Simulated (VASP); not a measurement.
# Cd (Fm-3m) in VASP: notebook

Runs on Cd. Level: PBEsol. Tasks: relaxation of cell and atoms.

Program: VASP 6.6.1. These are calculated values, not measurements. Logs are shortened: lines on timing, memory, paths and dates and some standing lists are left out, and cuts for length are marked.

## 1. The cell of the first run

It takes space group Fm-3m (No. 225, cubic). The conventional cell has a = 3.444 Å, b = 3.444 Å, c = 3.444 Å, α = 90.00°, β = 90.00°, γ = 90.00°. Cd (site symmetry m-3m) has 12 Cd at 2.44 Å within 3.2 Å.

## 2. Relaxation of cell and atoms, PBEsol, target pressure 310 GPa, at which the enthalpy is minimised

The input, INCAR:

```
  ALGO = Normal
  EDIFF = 1E-6
  EDIFFG = -0.005
  ENCUT = 600
  GGA = PS
  IBRION = 2
  ISIF = 3
  ISMEAR = -1
  LASPH = True
  LCHARG = False
  LREAL = False
  LWAVE = False
  NELM = 60
  NSW = 60
  PREC = Accurate
  PSTRESS = 3100.0
  SIGMA = 0.1
```

The input, KPOINTS:

```
k-points
0
Gamma
  19 19 19
```

The input, POSCAR:

```
Cd
1.0
    0.0000000000      1.7221350817      1.7221350817
    1.7221350817      0.0000000000      1.7221350817
    1.7221350817      1.7221350817      0.0000000000
Cd
1
Direct
    0.0000000000      0.0000000000      0.0000000000
```

Potentials or basis: VASP PAW PBE potentials, release 64 (Cd).

Run with:

```bash
$ cat potpaw_PBE.64/Cd/POTCAR > POTCAR
$ mpirun -np 1 vasp_std > vasp.out
```

OUTCAR:

```text
EDIFF = 1E-6
   EDIFFG = -0.005
   ENCUT = 600
   GGA = PS
   IBRION = 2
   ISIF = 3
   ISMEAR = -1
   LASPH = True
   LREAL = False
   NELM = 60
   NSW = 60
   PREC = Accurate
   PSTRESS = 3100.0

 ion  position               nearest neighbor table
   1  0.000  0.000  0.000-

  LATTYP: Found a face centered cubic cell.
 ALAT       =     3.4442701634

  Lattice vectors:

 A1 = (   0.0000000000,   1.7221350817,   1.7221350817)
 A2 = (   1.7221350817,   0.0000000000,   1.7221350817)
 A3 = (   1.7221350817,   1.7221350817,   0.0000000000)

Analysis of symmetry for initial positions (statically):
=====================================================================
 Subroutine PRICEL returns:
 Original cell was already a primitive cell.

 Routine SETGRP: Setting up the symmetry group for a
 face centered cubic supercell.

 Subroutine GETGRP returns: Found 48 space group operations
 (whereof 48 operations were pure point group operations)
 out of a pool of 48 trial point group operations.

The static configuration has the point symmetry O_h .

Analysis of symmetry for dynamics (positions and initial velocities):
=====================================================================
 Subroutine PRICEL returns:
 Original cell was already a primitive cell.

 Routine SETGRP: Setting up the symmetry group for a
 face centered cubic supercell.

 Subroutine GETGRP returns: Found 48 space group operations
 (whereof 48 operations were pure point group operations)
 out of a pool of 48 trial point group operations.

The dynamic configuration has the point symmetry O_h .

 Subroutine INISYM returns: Found 48 space group operations
 (whereof 48 operations are pure point group operations),
 and found     1 'primitive' translations

----------------------------------------------------------------------------------------

                                     Primitive cell

  volume of cell :      10.2148

  direct lattice vectors                    reciprocal lattice vectors
     0.000000000  1.722135082  1.722135082    -0.290337271  0.290337271  0.290337271
     1.722135082  0.000000000  1.722135082     0.290337271 -0.290337271  0.290337271
     1.722135082  1.722135082  0.000000000     0.290337271  0.290337271 -0.290337271

  length of vectors
     2.435466789  2.435466789  2.435466789     0.502878905  0.502878905  0.502878905

  position of ions in fractional coordinates (direct lattice)
     0.000000000  0.000000000  0.000000000

  ion indices of the primitive-cell ions
   primitive index   ion index
                 1           1

----------------------------------------------------------------------------------------

 KPOINTS: k-points

Automatic generation of k-mesh.
 Grid dimensions read from file:
 generate k-points for:   19   19   19

 Generating k-lattice:

  Cartesian coordinates                     Fractional coordinates (reciprocal lattice)
    -0.015280909  0.015280909  0.015280909     0.052631579  0.000000000  0.000000000
     0.015280909 -0.015280909  0.015280909     0.000000000  0.052631579  0.000000000
     0.015280909  0.015280909 -0.015280909     0.000000000  0.000000000  0.052631579

  Length of vectors
     0.026467311  0.026467311  0.026467311

  Shift w.r.t. Gamma in fractional coordinates (k-lattice)
     0.000000000  0.000000000  0.000000000

 Subroutine IBZKPT returns following result:
 ===========================================

 Found    220 irreducible k-points:

 Following reciprocal coordinates:
            Coordinates               Weight
  0.000000  0.000000  0.000000      1.000000
  0.052632  0.000000  0.000000      8.000000
  0.105263  0.000000  0.000000      8.000000
  0.157895  0.000000  0.000000      8.000000
  0.210526  0.000000  0.000000      8.000000
  0.263158  0.000000  0.000000      8.000000
[... 16 lines left out ...]
 -0.315789  0.052632  0.000000     24.000000
 -0.263158  0.052632  0.000000     24.000000
 [... further k-points ...]
   k-points           NKPTS =    220   k-points in BZ     NKDIM =    220   number of bands    NBANDS=     10
   number of dos      NEDOS =    301   number of ions     NIONS =      1
   total plane-waves  NPLWV =   8000
   dimension x,y,z NGX =    20 NGY =   20 NGZ =   20
   dimension x,y,z NGXF=    40 NGYF=   40 NGZF=   40
   ions per type =               1
   NGX,Y,Z   is equivalent  to a cutoff of  13.65, 13.65, 13.65 a.u.
   NGXF,Y,Z  is equivalent  to a cutoff of  27.30, 27.30, 27.30 a.u.
 SYSTEM =  unknown system
   PREC   = accura    normal or accurate (medium, high low for compatibility)
   ISTART =      0    job   : 0-new  1-cont  2-samecut
   ICHARG =      2    charge: 1-file 2-atom 10-const
   ISPIN  =      1    spin polarized calculation?
   LNONCOLLINEAR =      F non collinear calculations
   LSORBIT =      F    spin-orbit coupling
   LASPH  =      T    aspherical Exc in radial PAW
   ENCUT  =  600.0 eV  44.10 Ry    6.64 a.u.   4.86  4.86  4.86*2*pi/ulx,y,z
   NELM   =     60;   NELMIN=  2; NELMDL= -5     # of ELM steps
   EDIFF  = 0.1E-05   stopping-criterion for ELM
   LREAL  =      F    real-space projection
   EDIFFG = -.5E-02   stopping-criterion for IOM
   NSW    =     60    number of steps for IOM
   IBRION =      2    ionic relax: 0-MD 1-quasi-New 2-CG
   NFREE  =      1    steps in history (QN), initial steepest desc. (CG)
   ISIF   =      3    stress and relaxation
   ISYM   =      2    0-nonsym 1-usesym 2-fastsym
   POTIM  = 0.5000    time-step for ionic-motion
   TEBEG  =    0.0;   TEEND  =   0.0 temperature during run
   PSTRESS= 3100.0 pullay stress
   NELECT =      12.0000    total number of electrons
   NUPDOWN=      -1.0000    fix difference up-down
   EMIN   =  10.00;   EMAX   =-10.00  energy-range for DOS
   EFERMI =   0.00;   METHOD = LEGACY
   ISMEAR =    -1;   SIGMA  =   0.10  broadening in eV -4-tet -1-fermi 0-gaus
   EFERMI_NEDOS =   21; number of points for ismear=-14 and -15
   IALGO  =     38    algorithm
   IMIX   =      4    mixing-type and parameters
     AMIX     =   0.40;   BMIX     =  1.00
     AMIX_MAG =   1.60;   BMIX_MAG =  1.00
  volume/ion in A,a.u.               =      10.21        68.93
  Fermi-wavevector in a.u.,A,eV,Ry     =   1.727394  3.264301 40.598281  2.983889
  Thomas-Fermi vector in A             =   2.802526
   LORBIT       =      0    0 simple, 1 ext, 2 COOP (PROOUT), +10 PAW based schemes
   GGA     = PS    functional components
   LHFCALC =     F    Hartree Fock is set to
   AEXX    =    0.0000 exact exchange contribution
   IVDW    =     0    specifies the selected vdW correction
   LEPSILON=     F    determine dielectric tensor
   LRPA    =     F    only Hartree local field effects (RPA)
 conjugate gradient relaxation of ions
 non-spin polarized calculation
  energy-cutoff  :      600.00
  volume of cell :       10.21
 maximum number of plane-waves:       350
   NGX =  9   NGY =  9   NGZ =  9

--------------------------------------- Ionic step        1  -------------------------------------------

 number of electron      11.9999999 magnetization

 Free energy of the ion-electron system (eV)
  ---------------------------------------------------
  ext. energy  EPLUGINS =         0.00000000
  ---------------------------------------------------
  free energy    TOTEN  =         3.86603740 eV

  energy without entropy =        3.87408514  energy(sigma->0) =        3.87006127

------------------------ aborting loop because EDIFF is reached ----------------------------------------

  FORCE on cell =-STRESS in cart. coord.  units (eV):
  Direction    XX          YY          ZZ          XY          YZ          ZX
  --------------------------------------------------------------------------------------
  -------------------------------------------------------------------------------------
  Total       20.5372879     20.5372879     20.5372879      0.0000000      0.0000000      0.0000000
  in kB     3221.2322321   3221.2322321   3221.2322321      0.0000000      0.0000000      0.0000000
  external PRESSURE =     121.2322321 kB  Pullay stress =    3100.0000000 kB
[... 96 lines left out ...]
  enthalpy is  TOTEN    =        23.6268524014 eV   P V=       19.9594788836

--------------------------------------- Ionic step        4  -------------------------------------------

 number of electron      12.0000000 magnetization

 Free energy of the ion-electron system (eV)
  ---------------------------------------------------
  ext. energy  EPLUGINS =         0.00000000
  ---------------------------------------------------
  free energy    TOTEN  =         3.67860811 eV

  energy without entropy =        3.68671320  energy(sigma->0) =        3.68266065

 E-fermi :  12.7985     XC(G=0): -15.7509

 val. band max:       12.7542042569   @ k =  -0.4211   0.1579   0.0526
 cond. band min:      12.8241124866   @ k =  -0.4211   0.2105   0.0526
 fundamental gap:      0.0699082297
 Fermi energy:        12.7984811629

 k-point     1 :       0.0000    0.0000    0.0000
  band No.  band energies     occupation
      1      -5.5585      2.00000
      2      -2.1283      2.00000
      3      -2.1283      2.00000
      4      -2.1283      2.00000
      5      -0.0901      2.00000
      6      -0.0901      2.00000
      7      26.5862      0.00000
      8      32.8037      0.00000
      9      32.8037      0.00000
     10      32.8037      0.00000
[... 287 lines left out ...]
 k-point    24 :      -0.2632    0.0526    0.0000
  band No.  band energies     occupation
      1      -4.1342      2.00000
      2      -1.8400      2.00000
      3      -1.7343      2.00000
      4      -0.8861      2.00000
      5       0.0660      2.00000
      6       0.9430      2.00000
      7      20.6497      0.00000
      8      27.0741      0.00000
      9      31.9941      0.00000
     10      35.8488      0.00000

 [... further k-points ...]
[... 5 lines left out ...]
  --------------------------------------------------------------------------------------
  -------------------------------------------------------------------------------------
  Total       19.9475626     19.9475626     19.9475626     -0.0000000     -0.0000000      0.0000000
  in kB     3099.8962115   3099.8962115   3099.8962115     -0.0000000     -0.0000000      0.0000000
  external PRESSURE =      -0.1037885 kB  Pullay stress =    3100.0000000 kB
[... 16 lines left out ...]
  FREE ENERGIE OF THE ION-ELECTRON SYSTEM (eV)
  ---------------------------------------------------
  free  energy   TOTEN  =         3.6786081083 eV

  energy  without entropy=        3.6867131964  energy(sigma->0) =        3.68266065

  enthalpy is  TOTEN    =        23.6268385890 eV   P V=       19.9482304808

 reached required accuracy - stopping structural energy minimisation
```

Run time: 34 s. Hardware: 1 thread of Intel Xeon Platinum 8488C (Sapphire Rapids), shared host; peak memory 0.15 GiB.

What came out:

- Free energy: 3.6786 eV
- Relaxed volume: 10.31 Å³/atom
- Relaxed cell: a = 2.443 Å, b = 2.443 Å, c = 2.443 Å, α = 60.00°, β = 60.00°, γ = 60.00°
- Space group after relaxing (to 0.05 Å): Fm-3m (No. 225)
- Energy change on relaxing (the enthalpy is what falls): -187.4 meV/atom
- Ionic steps: 4
- Pressure after relaxing: 310.0 GPa
- Band gap on the k mesh: zero (band 6 reaches 14.27 eV, above the bottom of band 7 at 12.71 eV)

Step by step:
```tsv
step	energy change (eV)	largest force (eV/Å)	pressure (GPa)	volume (Å³)
1	0.0000	0.0000	322.12	10.21
2	-1.9004	0.0000	201.75	11.40
3	-0.1987	0.0000	309.27	10.32
4	-0.1874	0.0000	309.99	10.31
```

Final structure:
```
CELL_PARAMETERS angstrom
0.00000 1.72746 1.72746
1.72746 0.00000 1.72746
1.72746 1.72746 0.00000
ATOMIC_POSITIONS crystal
Cd 0.00000 0.00000 0.00000
```

Caveat: the cell is relaxed towards a set pressure, so the enthalpy falls and the energy may rise; the PAW data sets were made with another functional, which shifts forces and pressure a little.

## 3. Relaxation of cell and atoms, PBEsol, target pressure 310 GPa, at which the enthalpy is minimised

This run uses another cell than the first one, of 10.19 Å³/atom, 0.998 times its volume.

The input, INCAR:

```
PREC = Accurate ; ENCUT = 600
EDIFF = 1E-6 ; ISMEAR = -1
SIGMA = 0.1 ; LREAL = False
LASPH = True ; NELM = 60
ALGO = Normal ; ISIF = 3
LWAVE = False ; LCHARG = False
GGA = PS ; IBRION = 2
NSW = 32 ; EDIFFG = -0.005
PSTRESS = 3100.0
```

The input, KPOINTS:

```
regular mesh
0
Gamma
  19 19 19
```

The input, POSCAR:

```
Cd
1.0
    0.0000000000      1.7208237783      1.7208237783
    1.7208237783      0.0000000000      1.7208237783
    1.7208237783      1.7208237783      0.0000000000
Cd
1
Direct
    0.0000000000      0.0000000000      0.0000000000
```

Potentials or basis: VASP PAW PBE potentials, release 64 (Cd).

Run with:

```bash
$ cat potpaw_PBE.64/Cd/POTCAR > POTCAR
$ mpirun -np 1 vasp_std > vasp.out
```

Wall time 34 s (1 thread of Intel Xeon Platinum 8488C (Sapphire Rapids), shared host); peak memory 0.16 GiB.

The run converged. Its results:

* Free energy: 3.6786 eV
* Relaxed volume: 10.31 Å³/atom
* Relaxed cell: a = 2.443 Å, b = 2.443 Å, c = 2.443 Å, α = 60.00°, β = 60.00°, γ = 60.00°
* Space group after relaxing (to 0.05 Å): Fm-3m (No. 225)
* Energy change on relaxing (the enthalpy is what falls): -234.6 meV/atom
* Ionic steps: 4
* Pressure after relaxing: 310.0 GPa
* Band gap on the k mesh: zero (band 6 reaches 14.27 eV, above the bottom of band 7 at 12.71 eV)

Step by step:
| step | energy change (eV) | largest force (eV/Å) | pressure (GPa) | volume (Å³) |
| --- | --- | --- | --- | --- |
| 1 | 0.0000 | 0.0000 | 325.18 | 10.19 |
| 2 | -2.2842 | 0.0000 | 181.05 | 11.68 |
| 3 | -0.2522 | 0.0000 | 308.85 | 10.32 |
| 4 | -0.2346 | 0.0000 | 309.98 | 10.31 |

Final structure:
```xyz
1
Lattice="0.0000 1.7275 1.7275 1.7275 0.0000 1.7275 1.7275 1.7275 0.0000" Properties=species:S:1:pos:R:3 pbc="T T T"
Cd    0.0000    0.0000    0.0000
```

Levels at points of the mesh, in eV from the Fermi level:
```
           k point  band 3  band 4  band 5  band 6  band 7  band 8  band 9  band 10
(0.00, 0.00, 0.00)  -14.93  -14.93  -12.89  -12.89   13.79   20.01   20.01    20.01
```

Caveat: the cell is relaxed towards a set pressure, so the enthalpy falls and the energy may rise; the PAW data sets were made with another functional, which shifts forces and pressure a little.
